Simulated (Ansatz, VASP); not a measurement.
## One calculation of NbH2, two programs

```
Nb H
1.0
     0.00000    2.25874    2.25874
     2.25874    0.00000    2.25874
     2.25874    2.25874    0.00000
Nb H
1 2
Direct
  0.00000 0.00000 0.00000
  0.25000 0.25000 0.25000
  0.75000 0.75000 0.75000
```

Alike in both runs: functional PBEsol; k mesh 16 × 16 × 16; occupations gaussian, width 0.1 eV; no spin polarisation.

Ansatz relaxed the structure, and its values are those at the end. VASP's run is a single point on that final structure, the one shown.

|  | VASP | Ansatz |
| --- | --- | --- |
| version | VASP 6.6.1 | Ansatz 0.2.0 |
| potentials or method | VASP PAW PBE potentials, release 64 (Nb_sv, H), cutoff 520 eV | scalar-relativistic, plane waves, PAW |
| valence electrons in the cell | 15 | 15 |

```csv
,VASP,Ansatz,Ansatz less VASP
gap on the k mesh at the Fermi level (eV),none,none,-
pressure (GPa),-0.4,0.0,+0.40
```

VASP's potentials were made for PBE, not for PBEsol. A gap of «none» marks a metal or a gap that the smearing closes.
